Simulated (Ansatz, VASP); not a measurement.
**Ta2H3: VASP beside Ansatz**

POSCAR

```
Ta2H3
1.0
    3.0634798627      0.0000000000      0.0000000000
   -1.5317399314      2.6530513851      0.0000000000
    0.0000000000      0.0000000000      5.3668561681
Ta H
2 3
Direct
    0.6666666667      0.3333333333      0.7663911870
    0.3333333333      0.6666666667      0.2336088130
    0.6666666667      0.3333333333      0.3927670417
    0.3333333333      0.6666666667      0.6072329583
    0.0000000000      0.0000000000      0.0000000000
```

The input INCAR.step1:

```
  PREC = Accurate
  ENCUT = 520
  ISMEAR = 0
  SIGMA = 0.1
  LREAL = False
  LASPH = True
  NELM = 60
  NBANDS = 20
  GGA = PE
  ALGO = Normal
  EDIFF = 1E-4
  LWAVE = True
  LCHARG = False
```

INCAR.step2

```
  PREC = Accurate
  ENCUT = 520
  EDIFF = 1E-7
  ISMEAR = 0
  SIGMA = 0.1
  LREAL = False
  LASPH = True
  NELM = 60
  ALGO = Normal
  ISIF = 2
  LWAVE = False
  LCHARG = True
  METAGGA = R2SCAN
  LMIXTAU = True
  LELF = True
  LVHAR = True
  NBANDS = 20
  ISTART = 1
```

File KPOINTS:

```
Automatic mesh
0
Gamma
  12 12 8
```

Input for Ansatz:

```yaml
crystal:
  lattice:
    - [3.0634798627, 0.0, 0.0]
    - [-1.5317399314, 2.6530513851, 0.0]
    - [0.0, 0.0, 5.3668561681]
  atoms:
    - { symbol: Ta, position: [0.6666666667, 0.3333333333, 0.766391187] }
    - { symbol: Ta, position: [0.3333333333, 0.6666666667, 0.233608813] }
    - { symbol: H, position: [0.6666666667, 0.3333333333, 0.3927670417] }
    - { symbol: H, position: [0.3333333333, 0.6666666667, 0.6072329583] }
    - { symbol: H, position: [0.0, 0.0, 0.0] }
basis:
  ecutwfc: 500
kpoints:
  mp_grid: { grid: [12, 12, 8] }
  band_path:
    path:
      - [[0.0, 0.0, 0.0], [0.5, 0.0, 0.0], [0.33333333, 0.33333333, 0.0], [0.0, 0.0, 0.0], [0.0, 0.0, 0.5], [0.5, 0.0, 0.5], [0.33333333, 0.33333333, 0.5], [0.0, 0.0, 0.5]]
      - [[0.5, 0.0, 0.5], [0.5, 0.0, 0.0]]
      - [[0.33333333, 0.33333333, 0.5], [0.33333333, 0.33333333, 0.0]]
    npoints: 14
hamiltonian:
  xc: r2scan
scf:
  occupations: { method: gaussian, width: 0.1 }
  n_extra_bands: 12
output:
  forces: true
  stress: true
  eigenvalues: true
  populations: true
  dos: { projected: true, de: 0.02, nscf_kmesh: { grid: [15, 15, 10] } }
  bader: true
  write_density: true
  write_potential: true
  elf: true
  volumetric_format: npy
```

Alike in both runs: task single point; functional r2SCAN; k mesh 12 × 12 × 8; occupations gaussian, width 0.1 eV; no spin polarisation.

|  | VASP | Ansatz |
| --- | --- | --- |
| version | VASP 6.6.1 | Ansatz 0.2.0 |
| potentials or method | VASP PAW PBE potentials, release 64 (Ta_pv, H), cutoff 520 eV | scalar-relativistic, plane waves, PAW |
| valence electrons in the cell | 25 | 29 |

```csv
,VASP,Ansatz,Ansatz less VASP
gap on the k mesh at the Fermi level (eV),none,none,-
pressure (GPa),-2.7,-3.3,-0.61
"traceless stress, the component that is largest in VASP (GPa)",1.82,1.80,-0.022
rms of the force components (eV/Å),0.033,0.030,-0.0029
```

VASP's potentials were made for PBE, not for r2SCAN. Atom by atom the forces differ by 0.003 eV/Å (rms over components). A gap of «none» marks a metal or a gap that the smearing closes. VASP's potentials hold 25 valence electrons a cell and Ansatz's 29, so a difference there can come from the potentials and not from the codes.

Spin-orbit coupling is off throughout.
